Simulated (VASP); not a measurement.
Here is a VASP 6.6.1 calculation.

INCAR

```
SYSTEM = Hf3S5
PREC = Accurate
ENCUT = 520
EDIFF = 1E-6
ISMEAR = 0
SIGMA = 0.2
LREAL = .False.
LASPH = .True.
NELM = 60
ALGO = Normal
ISIF = 2
LWAVE = .False.
LCHARG = .False.
GGA = PE
NBANDS = 40
```

The input KPOINTS:

```
regular mesh
0
Gamma
  3 3 3
  0 0 0
```

The input POSCAR:

```
Hf3S5
1.0
    0.0000000000      5.2051516967      5.2051516967
    5.2051516967      0.0000000000      5.2051516967
    5.2051516967      5.2051516967      0.0000000000
Hf S
3 5
Direct
    0.5000000000      0.5000000000      0.5000000000
    0.2500000000      0.2500000000      0.2500000000
    0.0000000000      0.0000000000      0.0000000000
    0.6284825725      0.6284825725      0.6284825725
    0.6284825725      0.6284825725      0.1145522824
    0.6284825725      0.1145522824      0.6284825725
    0.1145522824      0.6284825725      0.6284825725
    0.7500000000      0.7500000000      0.7500000000
```

Potentials or basis: VASP PAW PBE potentials, release 64 (Hf_pv, S).

The run is started by

```console
$ cat potpaw_PBE.64/Hf_pv/POTCAR potpaw_PBE.64/S/POTCAR > POTCAR
$ mpirun -np 1 vasp_std > vasp.out
```

Q: Predict the pressure.

A: 0.3 GPa.

Q: Predict the band gap on the k mesh.

A: Zero (bands 30 and 31 overlap by 0.01 eV).

Q: Estimate the largest force.

A: 0.029 eV/Å.

Forces on the atoms (eV/Å):
```
Hf   0.000  0.000  0.000
Hf   0.000  0.000  0.000
Hf   0.000  0.000  0.000
S    0.017  0.017  0.017
S   -0.017 -0.017  0.017
S   -0.017  0.017 -0.017
S    0.017 -0.017 -0.017
S    0.000  0.000  0.000
```

Caveat: spin-orbit coupling is left out, which moves the levels of the heavy elements.
